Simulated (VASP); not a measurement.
TaN:

```
CELL_PARAMETERS angstrom
3.13384 0.00000 0.00000
-1.56692 2.71398 0.00000
0.00000 0.00000 6.08922
ATOMIC_POSITIONS crystal
Ta 0.33333 0.66667 0.03137
Ta 0.66667 0.33333 0.53137
N 0.33333 0.66667 0.35363
N 0.66667 0.33333 0.85363
```

Base run:

```yaml
Program: VASP 6.6.1
Functional: r2SCAN
Potentials_or_basis: VASP PAW PBE potentials, release 64 (Ta_pv, N)
Cutoff: 520 eV
k_mesh: 12 × 12 × 6
Occupations: gaussian, width 0.01 eV
Spin: no spin polarisation
```

Its results: band gap on the k mesh zero (band 16 reaches 6.69 eV, above the bottom of band 17 at 6.50 eV); pressure 1.2 GPa; largest force 0.040 eV/Å.

Task: The run is repeated on the same cell with these changes: potentials or basis from VASP PAW PBE potentials, release 64 (Ta_pv, N) to VASP PAW PBE potentials, release 64 (Ta_sv_GW, N); cutoff from 520 eV to 660 eV; further incar settings from ALGO = Normal; EDIFF = 1e-06; NBANDS = 24 to ALGO = Normal; EDIFF = 1e-06; NBANDS = 26; valence electrons from 32 to 36. What comes out?

Result: Band gap on the k mesh zero (band 18 reaches 10.15 eV, above the bottom of band 19 at 9.98 eV); pressure 0.1 GPa; largest force 0.033 eV/Å.

Caveats: the PAW data sets were made with another functional, which shifts forces and pressure a little; spin-orbit coupling is left out, which moves the levels of the heavy elements.
